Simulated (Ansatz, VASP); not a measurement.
**SiC: VASP beside Ansatz**

Contents of INCAR:

```
SYSTEM = SiC
ALGO = Normal
EDIFF = 1E-6
ENCUT = 520
GGA = RP
ISIF = 2
ISMEAR = -1
IVDW = 13
LASPH = .True.
LCHARG = .False.
LREAL = .False.
LWAVE = .False.
NBANDS = 16
NELM = 80
PREC = Accurate
SIGMA = 0.05
```

KPOINTS

```
k-points
0
Gamma
  10 10 5
  0 0 0
```

Contents of POSCAR:

```
SiC
1.0
    3.0132068704      0.0000000000      0.0000000000
   -1.5066034352      2.6095136966      0.0000000000
    0.0000000000      0.0000000000      4.9449506768
Si C
2 2
Direct
    0.6666666667      0.3333333333      0.5000000000
    0.3333333333      0.6666666667      0.0000000000
    0.6666666667      0.3333333333      0.8850000000
    0.3333333333      0.6666666667      0.3850000000
```

The input input.yaml:

```yaml
crystal:
  lattice:
    - [3.0132068704, 0.0, 0.0]
    - [-1.5066034352, 2.6095136966, 0.0]
    - [0.0, 0.0, 4.9449506768]
  atoms:
    - { symbol: Si, position: [0.6666666667, 0.3333333333, 0.5] }
    - { symbol: Si, position: [0.3333333333, 0.6666666667, 0.0] }
    - { symbol: C, position: [0.6666666667, 0.3333333333, 0.885] }
    - { symbol: C, position: [0.3333333333, 0.6666666667, 0.385] }
hamiltonian:
  xc: rpbe
  pseudopotentials: { kind: paw }
  dispersion: d4
kpoints:
  mp_grid: { grid: [10, 10, 5] }
scf:
  occupations: { method: fermi_dirac, width: 0.05 }
output:
  forces: true
  stress: true
  eigenvalues: true
```

Alike in both runs: task single point; functional RPBE; dispersion D4; k mesh 10 × 10 × 5; occupations fermi-dirac, width 0.05 eV; no spin polarisation.

```csv
,VASP,Ansatz
version,VASP 6.6.1,Ansatz 0.2.0
potentials or method,"VASP PAW PBE potentials, release 64 (Si, C)",Ansatz PAW
plane-wave cutoff (eV),520,420
valence electrons in the cell,16,16
```

```csv
,VASP,Ansatz,Ansatz less VASP
gap on the k mesh at the Fermi level (eV),2.41,2.41,+0.006
least direct gap on the mesh (eV),4.23,4.25,+0.016
pressure (GPa),11.2,11.8,+0.64
"traceless stress, the component that is largest in VASP (GPa)",-4.89,-4.94,-0.041
rms of the force components (eV/Å),0.495,0.495,+0.0004
```

VASP's potentials were made for PBE, not for RPBE. Atom by atom the forces differ by 0.000 eV/Å (rms over components).

Noted on Ansatz's run: odd divisions of the mesh miss points on the zone boundary, where band edges often lie, so the gap on the mesh can be too wide.
